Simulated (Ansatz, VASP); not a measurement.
**Nb2WSe5 in VASP and in Ansatz**

INCAR

```
SYSTEM = Nb2WSe5
  PREC = Accurate
  ENCUT = 520
  EDIFF = 1E-6
  ISMEAR = 0
  SIGMA = 0.1
  LREAL = .False.
  LASPH = .True.
  NELM = 150
  ALGO = Normal
  ISIF = 2
  LWAVE = .False.
  LCHARG = .True.
  ISPIN = 2
  MAGMOM = 0 0 0 0 0 0 0 0
  LORBIT = 11
  LMAXMIX = 4
  GGA = PE
  LELF = .True.
  LVHAR = .True.
  NBANDS = 49
```

Contents of KPOINTS:

```
regular mesh
0
Gamma
  6 6 1
  0 0 0
```

File POSCAR:

```
Nb2WSe5
1.0
    3.3985191864      0.0000000000      0.0000000000
   -1.6992595932      2.9432039507      0.0000000000
    0.0000000000      0.0000000000     17.4754330792
Nb W Se
2 1 5
Direct
    0.3333333333      0.6666666667      0.6004095691
    0.3333333333      0.6666666667      0.3995904309
    0.0000000000      0.0000000000      0.0000000000
    0.3333333333      0.6666666667      0.9057821216
    0.3333333333      0.6666666667      0.0942178784
    0.0000000000      0.0000000000      0.5000000000
    0.0000000000      0.0000000000      0.6972591194
    0.0000000000      0.0000000000      0.3027408806
```

Input for Ansatz:

```yaml
crystal:
  lattice:
    - [3.3985191864, 0.0, 0.0]
    - [-1.6992595932, 2.9432039507, 0.0]
    - [0.0, 0.0, 17.4754330792]
  atoms:
    - { symbol: Nb, position: [0.3333333333, 0.6666666667, 0.6004095691] }
    - { symbol: Nb, position: [0.3333333333, 0.6666666667, 0.3995904309] }
    - { symbol: W, position: [0.0, 0.0, 0.0] }
    - { symbol: Se, position: [0.3333333333, 0.6666666667, 0.9057821216] }
    - { symbol: Se, position: [0.3333333333, 0.6666666667, 0.0942178784] }
    - { symbol: Se, position: [0.0, 0.0, 0.5] }
    - { symbol: Se, position: [0.0, 0.0, 0.6972591194] }
    - { symbol: Se, position: [0.0, 0.0, 0.3027408806] }
basis:
  ecutwfc: 420
kpoints:
  mp_grid: { grid: [6, 6, 1] }
hamiltonian:
  xc: pbe
scf:
  occupations: { method: gaussian, width: 0.1 }
  lower_state_search: "off"
output:
  forces: true
  stress: true
  eigenvalues: true
  populations: true
magnetization:
  spin_polarized: true
```

Alike in both runs: task single point; functional PBE; k mesh 6 × 6 × 1; occupations gaussian, width 0.1 eV; collinear spin.

```csv
,VASP,Ansatz
version,VASP 6.6.1,Ansatz 0.2.0
potentials or method,"VASP PAW PBE potentials, release 64 (Nb_sv, W_sv, Se), cutoff 520 eV","scalar-relativistic, plane waves, PAW"
valence electrons in the cell,70,120
```

```tsv
	VASP	Ansatz	Ansatz less VASP
gap on the k mesh at the Fermi level (eV)	none	none	-
pressure (GPa)	0.5	0.4	-0.07
traceless stress, the component that is largest in VASP (GPa)	0.88	0.84	-0.032
rms of the force components (eV/Å)	0.060	0.053	-0.0065
```

Atom by atom the forces differ by 0.012 eV/Å (rms over components). A gap of «none» marks a metal or a gap that the smearing closes. VASP's potentials hold 70 valence electrons a cell and Ansatz's 120, so a difference there can come from the potentials and not from the codes. Ansatz's warnings: no starting moments.

Spin-orbit coupling is off throughout.
